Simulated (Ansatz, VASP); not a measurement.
This is a calculation of BaTiO3 for Ansatz 0.2.0.

File input.yaml:

```yaml
crystal:
  lattice:
    - [3.945742022, 0.0, 0.0]
    - [0.0, 3.945742022, 0.0]
    - [0.0, 0.0, 3.9636960459]
  atoms:
    - { symbol: Ba, position: [0.0, 0.0, 0.0] }
    - { symbol: Ti, position: [0.5, 0.5, 0.49] }
    - { symbol: O, position: [0.0, 0.5, 0.517] }
    - { symbol: O, position: [0.5, 0.0, 0.517] }
    - { symbol: O, position: [0.5, 0.5, 0.019] }
hamiltonian:
  xc: pbe
  pseudopotentials: { kind: paw, core: small }
kpoints:
  mp_grid: { grid: [7, 7, 7] }
scf:
  occupations: { method: fermi_dirac, width: 0.05 }
output:
  forces: true
  stress: true
  eigenvalues: true
```

Potentials or basis: Ansatz PAW.

Run with:

```bash
$ ansatz run input.yaml --threads 2 --pin off --max-ram 5120MiB --backend cpu --events-out ev --progress --plain --runs-dir out
```

Problem. Translate it to VASP 6.6.1. Potentials there: VASP PAW PBE potentials, release 64 (Ba_sv, Ti_sv, O_h).

Solution. As run (the cutoff follows the program's own potentials):

File INCAR:

```
ALGO     = Normal         # electronic algorithm
EDIFF    = 1E-6           # SCF threshold, eV
ENCUT    = 910            # plane-wave cutoff, eV
GGA      = PE             # functional
GGA_COMPAT= F            
ISIF     = 2              # what is computed and relaxed
ISMEAR   = -1             # smearing method
LASPH    = T              # aspherical terms in the spheres
LCHARG   = F              # write CHGCAR
LREAL    = F              # projectors in reciprocal space
LWAVE    = F              # write WAVECAR
NBANDS   = 28             # bands
NELM     = 120            # most SCF steps
PREC     = Accurate       # precision mode
SIGMA    = 0.05           # smearing width, eV
```

File KPOINTS:

```
k-points
0
Gamma
  7 7 7
```

The input POSCAR:

```
BaTiO3
1.0
    3.9457420220      0.0000000000      0.0000000000
    0.0000000000      3.9457420220      0.0000000000
    0.0000000000      0.0000000000      3.9636960459
Ba Ti O
1 1 3
Direct
    0.0000000000      0.0000000000      0.0000000000
    0.5000000000      0.5000000000      0.4900000000
    0.0000000000      0.5000000000      0.5170000000
    0.5000000000      0.0000000000      0.5170000000
    0.5000000000      0.5000000000      0.0190000000
```

Potentials or basis: VASP PAW PBE potentials, release 64 (Ba_sv, Ti_sv, O_h).

Run with:

```console
$ cat potpaw_PBE.64/Ba_sv/POTCAR potpaw_PBE.64/Ti_sv/POTCAR potpaw_PBE.64/O_h/POTCAR > POTCAR
$ mpirun -np 1 vasp_std > vasp.out
```

Both were run:

|  | VASP | Ansatz | Ansatz less VASP |
| --- | --- | --- | --- |
| gap on the k mesh at the Fermi level (eV) | 1.96 | 2.02 | +0.066 |
| least direct gap on the mesh (eV) | 2.11 | 2.14 | +0.025 |
| rms of the force components (eV/Å) | 0.053 | 0.042 | -0.0112 |

Atom by atom the forces differ by 0.014 eV/Å (rms over components). The functional is the same, so the differences come from potentials, cutoffs and numerics.

Spin-orbit coupling is off throughout. Noted on VASP's run: the cutoff is short for stress, so the pressure is rough. Noted on Ansatz's run: odd divisions of the mesh miss points on the zone boundary, where band edges often lie, so the gap on the mesh can be too wide.
